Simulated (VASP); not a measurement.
# Si16HC15 (a cell with a defect) in VASP: notebook, part 2 of 2

VASP 6.6.1.

## Step 3: Relaxation of the atoms, PBE

The input, INCAR:

```
SYSTEM = Si16HC15
ALGO = Normal ; EDIFF = 1E-7
EDIFFG = -0.03 ; ENCUT = 520
GGA = PE ; GGA_COMPAT = .FALSE.
IBRION = 2 ; ISIF = 2
ISMEAR = -1 ; LASPH = .TRUE.
LCHARG = .FALSE. ; LREAL = Auto
LWAVE = .FALSE. ; NELECT = 124.0
NELM = 120 ; NELMIN = 4
NSW = 100 ; PREC = Accurate
SIGMA = 0.01
```

The input, KPOINTS:

```
Automatic mesh
0
Gamma
  1 1 1
  0.25 0.25 0.25
```

The input, POSCAR:

```
Si16HC15
1.0
   -4.3797050000      4.3797050000     -4.3797050000
    4.3797050000      4.3797050000      4.3797050000
    4.3797050000     -4.3797050000     -4.3797050000
Si C H
16 15 1
Direct
    0.0000000000      0.0000000000      0.7500000000
    0.0000000000      0.2500000000      0.5000000000
    0.0000000000      0.5000000000      0.2500000000
    0.0000000000      0.7500000000      0.0000000000
    0.2500000000      0.0000000000      0.5000000000
    0.2500000000      0.2500000000      0.2500000000
    0.2500000000      0.5000000000      0.0000000000
    0.2500000000      0.7500000000      0.7500000000
    0.5000000000      0.0000000000      0.2500000000
    0.5000000000      0.2500000000      0.0000000000
    0.5000000000      0.5000000000      0.7500000000
    0.5000000000      0.7500000000      0.5000000000
    0.7500000000      0.0000000000      0.0000000000
    0.7500000000      0.2500000000      0.7500000000
    0.7500000000      0.5000000000      0.5000000000
    0.7500000000      0.7500000000      0.2500000000
    0.0000000000      0.0000000000      0.0000000000
    0.0000000000      0.2500000000      0.7500000000
    0.0000000000      0.5000000000      0.5000000000
    0.0000000000      0.7500000000      0.2500000000
    0.2500000000      0.0000000000      0.7500000000
    0.2500000000      0.2500000000      0.5000000000
    0.2500000000      0.5000000000      0.2500000000
    0.2500000000      0.7500000000      0.0000000000
    0.5000000000      0.0000000000      0.5000000000
    0.5000000000      0.5000000000      0.0000000000
    0.5000000000      0.7500000000      0.7500000000
    0.7500000000      0.0000000000      0.2500000000
    0.7500000000      0.2500000000      0.0000000000
    0.7500000000      0.5000000000      0.7500000000
    0.7500000000      0.7500000000      0.5000000000
    0.5000000000      0.2500000000      0.2500000000
```

Potentials or basis: VASP PAW PBE potentials, release 64 (Si, C, H).

Started as:

```bash
$ cat potpaw_PBE.64/Si/POTCAR potpaw_PBE.64/C/POTCAR potpaw_PBE.64/H/POTCAR > POTCAR
$ mpirun -np 1 vasp_std > vasp.out
```

Run time: 10 min. Hardware: 1 thread of Oxide Virtual Turin-like, shared host; peak memory 0.42 GiB.

It converged, with:

| Property | Result |
| --- | --- |
| Free energy | -237.1070 eV |
| Energy gained by relaxing | 12.0 meV/atom |
| Ionic steps | 8 |
| Largest force after relaxing | 0.017 eV/Å |

Forces in eV/Å, atoms in the order of the input:
```
Si   0.000  0.000 -0.004
Si   0.000  0.000  0.004
Si   0.000 -0.004  0.000
Si   0.000  0.004  0.000
Si   0.000  0.004  0.000
Si  -0.001  0.001 -0.001
Si   0.000  0.000 -0.004
Si   0.004  0.000  0.000
Si   0.001  0.001  0.001
Si   0.001 -0.001 -0.001
Si  -0.004  0.000  0.000
Si  -0.004  0.000  0.000
Si   0.004  0.000  0.000
Si   0.000  0.000  0.004
Si  -0.001 -0.001  0.001
Si   0.000 -0.004  0.000
C    0.016 -0.001  0.001
C    0.000  0.000  0.000
C    0.016  0.001 -0.001
C    0.000  0.000  0.000
C   -0.001  0.016  0.001
C    0.001 -0.001  0.016
C    0.001 -0.016  0.001
C   -0.001 -0.001 -0.016
C   -0.016 -0.001 -0.001
C   -0.016  0.001  0.001
C    0.000  0.000  0.000
C   -0.001 -0.016 -0.001
C   -0.001  0.001  0.016
C    0.001  0.016 -0.001
C    0.001  0.001 -0.016
H    0.000  0.000  0.000
```

Step by step:
```csv
step,energy change (eV),largest force (eV/Å),pressure (GPa)
1,0.0000,1.5590,-4.39
2,-0.2876,0.3673,-3.70
3,-0.2876,0.3701,-3.70
4,-0.3754,0.1423,-3.36
5,-0.3772,0.1321,-3.29
6,-0.3836,0.0801,-3.22
7,-0.3845,0.0365,-3.25
8,-0.3853,0.0165,-3.24
```

Final structure:
```
Si C H
1.0
    -4.37971    4.37971   -4.37971
     4.37971    4.37971    4.37971
     4.37971   -4.37971   -4.37971
Si C H
16 15 1
Direct
  0.00106 0.00141 0.75106
  0.99894 0.25000 0.50035
  0.99894 0.50035 0.25000
  0.00106 0.75106 0.00141
  0.24965 0.99965 0.49859
  0.23357 0.25000 0.25000
  0.24965 0.49859 0.99965
  0.25141 0.75106 0.75106
  0.50000 0.98357 0.25000
  0.50000 0.25000 0.98357
  0.50000 0.50035 0.74894
  0.50000 0.74894 0.50035
  0.74859 0.99965 0.99965
  0.75035 0.25000 0.74894
  0.76643 0.51643 0.51643
  0.75035 0.74894 0.25000
  0.99791 0.99773 0.99773
  0.00000 0.25000 0.75000
  0.00209 0.49982 0.49982
  0.00000 0.75000 0.25000
  0.24773 0.99773 0.74791
  0.25018 0.25000 0.50227
  0.25018 0.50227 0.25000
  0.24773 0.74791 0.99773
  0.50000 0.00018 0.50227
  0.50000 0.50227 0.00018
  0.50000 0.75000 0.75000
  0.75227 0.00018 0.25000
  0.75227 0.25000 0.00018
  0.74982 0.49982 0.75209
  0.74982 0.75209 0.49982
  0.50000 0.25000 0.25000
```

Levels at points of the mesh, in eV from the Fermi level:
| k point | band 57 | band 58 | band 59 | band 60 | band 61 | band 62 | band 63 | band 64 | band 65 | band 66 |
| --- | --- | --- | --- | --- | --- | --- | --- | --- | --- | --- |
| (0.25, 0.25, 0.25) | -2.72 | -2.72 | -2.68 | -2.68 | -2.68 | 0.01 | 0.01 | 0.01 | 1.60 | 1.67 |

Caveat: the k points lie up to 1.01 Å⁻¹ apart, too coarse for converged energies, forces and pressures; the cell carries a net charge on a neutralising background, which shifts energy and pressure; the cell is charged against a uniform background, so pressure and absolute levels hang on convention.

## Step 4: Relaxation of the atoms, PBE

The input, INCAR:

```
PREC = Accurate
ENCUT = 520
EDIFF = 1E-7
ISMEAR = -1
SIGMA = 0.01
LREAL = Auto
LASPH = T
NELM = 120
ALGO = Normal
ISIF = 2
LWAVE = F
LCHARG = F
GGA = PE
IBRION = 2
NSW = 100
EDIFFG = -0.03
NELECT = 123.0
GGA_COMPAT = F
NELMIN = 4
```

KPOINTS is that of step 3.

POSCAR is that of step 3.

Started as:

```bash
$ cat potpaw_PBE.64/Si/POTCAR potpaw_PBE.64/C/POTCAR potpaw_PBE.64/H/POTCAR > POTCAR
$ mpirun -np 1 vasp_std > vasp.out
```

Wall time 10 min (1 thread of Oxide Virtual Turin-like, shared host); peak memory 0.42 GiB.

Results (log left out):

| Item | Value |
| --- | --- |
| Free energy | -246.9797 eV |
| Energy gained by relaxing | 28.9 meV/atom |
| Ionic steps | 8 |
| Largest force after relaxing | 0.020 eV/Å |

Forces in eV/Å, atoms in the order of the input:
```
Si  -0.003 -0.003 -0.012
Si  -0.003  0.003  0.012
Si  -0.003 -0.012 -0.003
Si  -0.003  0.012  0.003
Si   0.003  0.012 -0.003
Si   0.005 -0.005  0.005
Si   0.003  0.003 -0.012
Si   0.012 -0.003  0.003
Si  -0.005 -0.005 -0.005
Si  -0.005  0.005  0.005
Si  -0.012 -0.003 -0.003
Si  -0.012  0.003  0.003
Si   0.012  0.003 -0.003
Si   0.003 -0.003  0.012
Si   0.005  0.005 -0.005
Si   0.003 -0.012  0.003
C    0.020 -0.002  0.002
C    0.000  0.000  0.000
C    0.020  0.002 -0.002
C    0.000  0.000  0.000
C   -0.002  0.020  0.002
C    0.002 -0.002  0.020
C    0.002 -0.020  0.002
C   -0.002 -0.002 -0.020
C   -0.020 -0.002 -0.002
C   -0.020  0.002  0.002
C    0.000  0.000  0.000
C   -0.002 -0.020 -0.002
C   -0.002  0.002  0.020
C    0.002  0.020 -0.002
C    0.002  0.002 -0.020
H    0.000  0.000  0.000
```

Step by step:
```
step  energy change (eV)  largest force (eV/Å)  pressure (GPa)
   1              0.0000                2.5560          -10.37
   2             -0.7297                0.6086           -9.18
   3             -0.7322                0.5394           -9.27
   4             -0.8990                0.2236           -8.92
   5             -0.9022                0.2183           -8.81
   6             -0.9215                0.1153           -8.74
   7             -0.9229                0.0486           -8.76
   8             -0.9245                0.0198           -8.73
```

Final structure:
```
Si C H
1.0
    -4.37971    4.37971   -4.37971
     4.37971    4.37971    4.37971
     4.37971   -4.37971   -4.37971
Si C H
16 15 1
Direct
  0.00128 0.00224 0.75128
  0.99872 0.25000 0.50097
  0.99872 0.50097 0.25000
  0.00128 0.75128 0.00224
  0.24903 0.99903 0.49776
  0.22586 0.25000 0.25000
  0.24903 0.49776 0.99903
  0.25224 0.75128 0.75128
  0.50000 0.97586 0.25000
  0.50000 0.25000 0.97586
  0.50000 0.50097 0.74872
  0.50000 0.74872 0.50097
  0.74776 0.99903 0.99903
  0.75097 0.25000 0.74872
  0.77414 0.52414 0.52414
  0.75097 0.74872 0.25000
  0.99900 0.99809 0.99809
  0.00000 0.25000 0.75000
  0.00100 0.49909 0.49909
  0.00000 0.75000 0.25000
  0.24809 0.99809 0.74900
  0.25091 0.25000 0.50191
  0.25091 0.50191 0.25000
  0.24809 0.74900 0.99809
  0.50000 0.00091 0.50191
  0.50000 0.50191 0.00091
  0.50000 0.75000 0.75000
  0.75191 0.00091 0.25000
  0.75191 0.25000 0.00091
  0.74909 0.49909 0.75100
  0.74909 0.75100 0.49909
  0.50000 0.25000 0.25000
```

Levels at points of the mesh, in eV from the Fermi level:
| k point | band 59 | band 60 | band 61 | band 62 | band 63 | band 64 |
| --- | --- | --- | --- | --- | --- | --- |
| (0.25, 0.25, 0.25) | -2.76 | -2.76 | -2.76 | 0.02 | 0.02 | 0.02 |

Caveat: the k points lie up to 1.01 Å⁻¹ apart, too coarse for converged energies and pressures of a metal; the cell carries a net charge on a neutralising background, which shifts energy and pressure; the cell is charged against a uniform background, so pressure and absolute levels hang on convention; an odd number of electrons without spin polarisation forces a metal; a magnetic or distorted state may lie lower.
